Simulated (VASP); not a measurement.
Crystal: WF.

```
W F
1.0
     1.36589    0.78860    5.06960
    -1.36589    0.78860    5.06960
     0.00000   -1.57719    5.06960
W F
1 1
Direct
  0.81412 0.81412 0.81412
  0.93712 0.93712 0.93712
```

Base run:

```yaml
Program: VASP 6.6.1
Functional: PBE
Potentials_or_basis: VASP PAW PBE potentials, release 64 (W_sv, F)
Cutoff: 520 eV
k_mesh: 11 × 11 × 11
Occupations: fermi-dirac, width 0.05 eV
Spin: no spin polarisation
Hubbard_terms: W d U = 8.0 eV
```

Its results: band gap on the k mesh zero (an odd number of electrons rules out a gap without spin polarisation); pressure 12.3 GPa; largest force 1.416 eV/Å.

Question: The run is repeated on the same cell with these changes: hubbard terms from W d U = 8.0 eV to W d U = 2.0 eV. What comes out?

Answer: Band gap on the k mesh zero (an odd number of electrons rules out a gap without spin polarisation); pressure 4.0 GPa; largest force 0.643 eV/Å.

Caveats: the cell stands under pressure; spin-orbit coupling is left out, which moves the levels of the heavy elements; an odd number of electrons without spin polarisation forces a metal; a magnetic or distorted state may lie lower; U without spin polarisation on a metal has little footing.
